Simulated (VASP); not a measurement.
Crystal: AlCu3.

```
Al Cu
1.0
     0.00000    2.88801    2.88801
     2.88801    0.00000    2.88801
     2.88801    2.88801    0.00000
Al Cu
1 3
Direct
  0.00000 0.00000 0.00000
  0.50000 0.50000 0.50000
  0.25000 0.25000 0.25000
  0.75000 0.75000 0.75000
```

- Program: VASP 6.6.1
- Task: relaxation of cell and atoms
- Functional: LDA
- Potentials or basis: VASP PAW LDA potentials, release 64 (Al, Cu)
- Cutoff: 600 eV
- k mesh: 10 × 10 × 10
- Occupations: fermi-dirac, width 0.05 eV
- Spin: no spin polarisation

At the start: pressure -5.4 GPa; volume 12.04 Å³/atom.

**Question.** How do energy, volume and symmetry change on relaxing?

**Answer.** Over 11 steps the energy falls by 7.3 meV/atom and the volume is 11.61 Å³/atom (-3.6 %); space group Fm-3m (No. 225, to 0.05 Å).

The path:
| step | energy change (eV) | largest force (eV/Å) | pressure (GPa) | volume (Å³) |
| --- | --- | --- | --- | --- |
| 1 | 0.0000 | 0.0000 | -5.36 | 48.18 |
| 2 | -0.0163 | 0.0000 | 3.29 | 45.42 |
| 3 | -0.0293 | 0.0000 | -0.05 | 46.51 |
| 4 | -0.0293 | 0.0000 | -0.21 | 46.48 |
| 5 | -0.0261 | 0.0000 | 1.89 | 45.95 |
| 6 | -0.0293 | 0.0000 | 0.22 | 46.42 |
| 7 | -0.0293 | 0.0000 | 0.04 | 46.52 |
| 8 | -0.0293 | 0.0000 | -0.06 | 46.54 |
| 9 | -0.0293 | 0.0000 | -0.24 | 46.53 |
| 10 | -0.0293 | 0.0000 | -0.20 | 46.52 |
| 11 | -0.0293 | 0.0000 | 0.02 | 46.43 |

Final structure:
```xyz
4
Lattice="0.0000 2.8527 2.8527 2.8527 0.0000 2.8527 2.8527 2.8527 0.0000" Properties=species:S:1:pos:R:3 pbc="T T T"
Al    0.0000    0.0000    0.0000
Cu    2.8527    2.8527    2.8527
Cu    1.4264    1.4264    1.4264
Cu    4.2791    4.2791    4.2791
```
